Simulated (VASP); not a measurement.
The system is CdSe.

```
CELL_PARAMETERS angstrom
4.30000 0.00000 0.00000
-2.15000 3.72391 0.00000
0.00000 0.00000 7.02000
ATOMIC_POSITIONS crystal
Cd 0.66667 0.33333 0.50000
Cd 0.33333 0.66667 0.00000
Se 0.66667 0.33333 0.88500
Se 0.33333 0.66667 0.38500
```

* Program: VASP 6.6.1
* Task: relaxation of cell and atoms
* Functional: BLYP
* Dispersion: D3(BJ)
* Potentials or basis: VASP PAW PBE potentials, release 64 (Cd, Se)
* Cutoff: 600 eV
* k mesh: 7 × 7 × 4
* Occupations: fermi-dirac, width 0.05 eV
* Spin: no spin polarisation

At the start: pressure 1.5 GPa; volume 28.10 Å³/atom.

Task: How do energy, volume and symmetry change on relaxing?

Result: Over 10 steps the energy falls by 9.0 meV/atom and the volume is 28.85 Å³/atom (+2.6 %); space group P6_3mc (No. 186, to 0.1 Å) before and after.

Step by step:
| step | energy change (eV) | largest force (eV/Å) | pressure (GPa) | volume (Å³) |
| --- | --- | --- | --- | --- |
| 1 | 0.0000 | 0.3193 | 1.50 | 112.41 |
| 2 | -0.0284 | 0.0303 | -0.54 | 116.74 |
| 3 | -0.0305 | 0.0892 | -0.16 | 115.82 |
| 4 | -0.0320 | 0.0537 | -0.02 | 115.47 |
| 5 | -0.0327 | 0.0032 | 0.21 | 114.96 |
| 6 | -0.0335 | 0.0068 | 0.20 | 114.98 |
| 7 | -0.0352 | 0.0187 | 0.17 | 115.02 |
| 8 | -0.0349 | 0.0474 | 0.11 | 115.10 |
| 9 | -0.0357 | 0.0315 | 0.15 | 115.06 |
| 10 | -0.0361 | 0.0056 | 0.01 | 115.38 |

Final structure:
```cif
data_structure
_symmetry_space_group_name_H-M 'P 1'
_symmetry_Int_Tables_number 1
_cell_length_a 4.3304
_cell_length_b 4.3304
_cell_length_c 7.1045
_cell_angle_alpha 90.000
_cell_angle_beta 90.000
_cell_angle_gamma 120.000
_cell_volume 115.38
loop_
_atom_site_label
_atom_site_type_symbol
_atom_site_fract_x
_atom_site_fract_y
_atom_site_fract_z
_atom_site_occupancy
Cd1 Cd 0.66667 0.33333 0.50551 1
Cd2 Cd 0.33333 0.66667 0.00551 1
Se1 Se 0.66667 0.33333 0.87949 1
Se2 Se 0.33333 0.66667 0.37949 1
```

Caveat: the PAW data sets were made with another functional, which shifts forces and pressure a little.
